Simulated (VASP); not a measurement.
The system is Co.

```
Co
1.0
     0.00000    1.77533    1.77533
     1.77533    0.00000    1.77533
     1.77533    1.77533    0.00000
Co
1
Direct
  0.00000 0.00000 0.00000
```

- Program: VASP 6.6.1
- Task: relaxation of cell and atoms
- Functional: PBEsol
- Potentials or basis: VASP PAW PBE potentials, release 64 (Co)
- Cutoff: 600 eV
- k mesh: 10 × 10 × 10
- Occupations: gaussian, width 0.1 eV
- Spin: collinear spin, ferromagnetic start
- Starting moments: [1.94] μB

At the start: pressure -14.2 GPa; volume 11.19 Å³/atom.

How do energy, volume and symmetry change on relaxing?

Over 3 steps the energy falls by 36.4 meV/atom and the volume is 10.44 Å³/atom (-6.7 %); space group Fm-3m (No. 225, to 0.05 Å); moment 1.67 μB per cell.

The path:
| step | energy change (eV) | largest force (eV/Å) | pressure (GPa) | volume (Å³) |
| --- | --- | --- | --- | --- |
| 1 | 0.0000 | 0.0000 | -14.24 | 11.19 |
| 2 | 0.0122 | 0.0000 | 21.68 | 9.66 |
| 3 | -0.0364 | 0.0000 | -0.37 | 10.44 |

Final structure:
```
CELL_PARAMETERS angstrom
0.00000 1.73459 1.73459
1.73459 0.00000 1.73459
1.73459 1.73459 0.00000
ATOMIC_POSITIONS crystal
Co 0.00000 0.00000 0.00000
```

Caveat: the PAW data sets were made with another functional, which shifts forces and pressure a little.
